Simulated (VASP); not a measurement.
Pd: single point with PBEsol

Crystal: Pd.

```
CELL_PARAMETERS angstrom
2.71883 0.00000 0.00000
-1.35942 2.35458 0.00000
0.00000 0.00000 4.57074
ATOMIC_POSITIONS crystal
Pd 0.33333 0.66667 0.25000
Pd 0.66667 0.33333 0.75000
```

- Program: VASP 6.6.1
- Task: single point
- Functional: PBEsol
- Potentials or basis: VASP PAW PBE potentials, release 64 (Pd)
- Cutoff: 500 eV
- k mesh: 10 × 10 × 6
- Occupations: fermi-dirac, width 0.05 eV
- Spin: no spin polarisation

```
Pressure               : -0.3 GPa
Band gap on the k mesh : zero (band 10 reaches 10.02 eV, above the bottom of band 11 at 9.07 eV)
```

Stress tensor (GPa, compression positive):
```
-0.23  0.00  0.00
 0.00 -0.23  0.00
 0.00  0.00 -0.31
```

Levels at points of the mesh, in eV from the Fermi level:
```tsv
k point	band 7	band 8	band 9	band 10	band 11	band 12	band 13	band 14
(0.00, 0.00, 0.00)	-2.46	-1.65	-1.65	-0.23	-0.23	0.64	6.89	17.14
(0.50, 0.00, 0.00)	-1.83	0.02	0.05	0.24	2.60	4.59	9.65	9.90
(0.00, 0.00, 0.50)	-2.84	-2.84	-0.70	-0.70	-0.70	-0.70	13.90	13.90
(0.50, 0.00, 0.50)	-0.50	-0.50	0.17	0.17	2.58	2.58	8.32	8.32
```

It took 31 s on 1 thread of Intel Xeon 8259CL, with other jobs on the host, peak memory 0.15 GiB.

Caveat: the PAW data sets were made with another functional, which shifts forces and pressure a little.
